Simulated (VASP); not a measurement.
A run of VASP 6.6.1:

INCAR

```
ALGO     = Normal         # electronic algorithm
EDIFF    = 1E-6           # SCF threshold, eV
ENCUT    = 520            # plane-wave cutoff, eV
GGA      = PS             # functional
ISIF     = 2              # what is computed and relaxed
ISMEAR   = -1             # smearing method
LASPH    = T              # aspherical terms in the spheres
LCHARG   = F              # write CHGCAR
LMAXMIX  = 4              # l up to which the mixer works
LNONCOLLINEAR= T              # non-collinear magnetism
LORBIT   = 11             # projections on sites
LREAL    = F              # projectors in reciprocal space
LWAVE    = F              # write WAVECAR
MAGMOM   = 0.641 0.024 0.225 2.11 -0.426 0.499 # initial moments
NBANDS   = 30             # bands
NELM     = 150            # most SCF steps
PREC     = Accurate       # precision mode
SIGMA    = 0.05           # smearing width, eV
```

Contents of KPOINTS:

```
k-points
0
Gamma
  9 9 5
```

File POSCAR:

```
Co
1.0
    2.4873648738      0.0000000000      0.0000000000
   -1.2436824369      2.1541211692      0.0000000000
    0.0000000000      0.0000000000      4.0632895034
Co
2
Direct
    0.3333333333      0.6666666667      0.7401390000
    0.6666666667      0.3333333333      0.2598610000
```

Potentials or basis: VASP PAW PBE potentials, release 64 (Co).

The run is started by

```sh
$ cat potpaw_PBE.64/Co/POTCAR > POTCAR
$ mpirun -np 1 vasp_ncl > vasp.out
```

Hardware: 1 thread of Intel(R) Xeon(R) Platinum 8488C (Sapphire Rapids), on a shared host.

How long does it take, and how much memory?

It took 17 min on 1 thread of Intel(R) Xeon(R) Platinum 8488C (Sapphire Rapids) (shared host), peak memory 0.45 GiB. Counts: scf iterations 48, k points 405.
